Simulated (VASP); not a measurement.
Set up this calculation in VASP 6.6.1, as the native input.

```
Task                   : single point
Functional             : PBE
Potentials or basis    : VASP PAW PBE potentials, release 64 (Cd, Te)
Cutoff                 : 520 eV
k mesh                 : 2 × 2 × 2, shifted
Occupations            : gaussian, width 0.01 eV
Spin                   : no spin polarisation
Dipole correction      : no
Further INCAR settings : LREAL = Auto; ALGO = Normal; EDIFF = 1e-06; NBANDS = 172
```

The structure of Cd17Te16 (a cell with a defect) lies in POSCAR:

```
Cd17Te16
1.0
   -6.6192623106      6.6192623106      6.6192623106
    6.6192623106     -6.6192623106      6.6192623106
    6.6192623106      6.6192623106     -6.6192623106
Cd Te
17 16
Direct
    0.0028816216      0.2537196020      0.7500000000
    0.0008379803      0.4971183784      0.4971183784
    0.0028816216      0.7500000000      0.2537196020
    0.2537196020      0.0028816216      0.7500000000
    0.0079952870      0.0079952870      0.0079952870
    0.2462803980      0.2462803980      0.4991620197
    0.2462803980      0.4991620197      0.2462803980
    0.4920047130      0.7500000000      0.7500000000
    0.2537196020      0.7500000000      0.0028816216
    0.4971183784      0.0008379803      0.4971183784
    0.4991620197      0.2462803980      0.2462803980
    0.7500000000      0.4920047130      0.7500000000
    0.4971183784      0.4971183784      0.0008379803
    0.7500000000      0.7500000000      0.4920047130
    0.7500000000      0.0028816216      0.2537196020
    0.7500000000      0.2537196020      0.0028816216
    0.7500000000      0.7500000000      0.7500000000
    0.2500000000      0.5000000000      0.0000000000
    0.2455905650      0.7500000000      0.7500000000
    0.2500000000      0.0000000000      0.5000000000
    0.5000000000      0.2500000000      0.0000000000
    0.2544094350      0.2544094350      0.2544094350
    0.4927343439      0.4927343439      0.7500000000
    0.4927343439      0.7500000000      0.4927343439
    0.7500000000      0.0072656561      0.0072656561
    0.5000000000      0.0000000000      0.2500000000
    0.7500000000      0.2455905650      0.7500000000
    0.7500000000      0.4927343439      0.4927343439
    0.0072656561      0.7500000000      0.0072656561
    0.7500000000      0.7500000000      0.2455905650
    0.0072656561      0.0072656561      0.7500000000
    0.0000000000      0.2500000000      0.5000000000
    0.0000000000      0.5000000000      0.2500000000
```

This cell differs from its parent crystal: with an interstitial atom, then relaxed in part.

One way to write it, as run:

INCAR

```
  ALGO = Normal
  EDIFF = 1E-6
  ENCUT = 520
  GGA = PE
  ISIF = 2
  ISMEAR = 0
  LASPH = True
  LCHARG = False
  LREAL = Auto
  LWAVE = False
  NBANDS = 172
  NELM = 60
  PREC = Accurate
  SIGMA = 0.01
```

KPOINTS

```
Automatic mesh
0
Gamma
  2 2 2
  0.5 0.5 0.5
```

Potentials or basis: VASP PAW PBE potentials, release 64 (Cd, Te).

The run is started by

```console
$ cat potpaw_PBE.64/Cd/POTCAR potpaw_PBE.64/Te/POTCAR > POTCAR
$ mpirun -np 1 vasp_std > vasp.out
```

It gave:

```
Pressure               : 1.0 GPa
Largest force          : 0.023 eV/Å
Band gap on the k mesh : 0.76 eV
```

Caveat: the cell differs from its parent crystal (with an interstitial atom, then relaxed in part); spin-orbit coupling is left out, which moves the levels of the heavy elements.

It took 27 min on 1 thread of Oxide Virtual Turin-like Processor, with other jobs on the host, peak memory 1.4 GiB.
